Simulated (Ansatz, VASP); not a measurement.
**SiAs4: VASP beside Ansatz**

```xyz
5
Lattice="4.7693 0.0000 0.0000 0.0000 4.7693 0.0000 0.0000 0.0000 4.7693" Properties=species:S:1:pos:R:3 pbc="T T T"
Si    0.0000    0.0000    0.0000
As    1.3598    1.3598    1.3598
As    3.4094    3.4094    1.3598
As    1.3598    3.4094    3.4094
As    3.4094    1.3598    3.4094
```

Change from the starting cell: species swapped into the SnI4 type (P-43m, No. 215).

Alike in both runs: functional PBE; k mesh 8 × 8 × 8; occupations gaussian, width 0.1 eV; no spin polarisation.

Ansatz relaxed the structure, and its values are those at the end. VASP's run is a single point on that final structure, the one shown.

|  | VASP | Ansatz |
| --- | --- | --- |
| version | VASP 6.6.1 | Ansatz 0.2.0 |
| potentials or method | VASP PAW PBE potentials, release 64 (Si, As), cutoff 520 eV | scalar-relativistic, plane waves, PAW |
| valence electrons in the cell | 24 | 64 |

Ansatz gave:

| Item | Value |
| --- | --- |
| gap on the k mesh at the Fermi level (eV) | none |
| pressure (GPa) | 0.0 |
| rms of the force components (eV/Å) | 0.005 |

Q: Which values does VASP return?

A: gap on the k mesh at the Fermi level (eV): none; pressure (GPa): 0.1; rms of the force components (eV/Å): 0.016.

A gap of «none» marks a metal or a gap that the smearing closes. The functional is the same, so the differences come from potentials, cutoffs and numerics. VASP's potentials hold 24 valence electrons a cell and Ansatz's 64, so a difference there can come from the potentials and not from the codes.
